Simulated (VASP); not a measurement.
Crystal: Sb.

```
Sb
1.0
     2.15913   -1.24657    3.81446
     0.00000    2.49315    3.81446
    -2.15913   -1.24657    3.81446
Sb
2
Direct
  0.23200 0.23200 0.23200
  0.76800 0.76800 0.76800
```

```yaml
Program: VASP 6.6.1
Task: relaxation of cell and atoms
Functional: PBE
Potentials_or_basis: VASP PAW PBE potentials, release 64 (Sb)
Cutoff: 600 eV
k_mesh: 11 × 11 × 11
Occupations: fermi-dirac, width 0.1 eV
Spin: no spin polarisation
```

At the start: pressure 2.2 GPa; volume 30.80 Å³/atom.

Where does the relaxation end?

Over 13 steps the energy falls by 8.9 meV/atom and the volume is 31.75 Å³/atom (+3.1 %); space group R-3m (No. 166, to 0.05 Å).

Step by step:
```tsv
step	energy change (eV)	largest force (eV/Å)	pressure (GPa)	volume (Å³)
1	0.0000	0.3113	2.19	61.60
2	-0.0093	0.1474	-1.38	65.42
3	-0.0174	0.0277	-0.04	63.82
4	-0.0175	0.0220	-0.03	63.76
5	-0.0177	0.0049	0.00	63.58
6	-0.0175	0.0282	0.07	63.23
7	-0.0177	0.0036	0.01	63.50
8	-0.0177	0.0029	-0.01	63.51
9	-0.0177	0.0032	-0.02	63.52
10	-0.0177	0.0023	-0.04	63.53
11	-0.0177	0.0028	-0.03	63.52
12	-0.0177	0.0070	0.04	63.44
13	-0.0177	0.0006	0.00	63.49
```

Final structure:
```xyz
2
Lattice="2.1880 -1.2632 3.8287 0.0000 2.5264 3.8287 -2.1880 -1.2632 3.8287" Properties=species:S:1:pos:R:3 pbc="T T T"
Sb    0.0000    0.0000    2.6806
Sb    0.0000    0.0000    8.8054
```
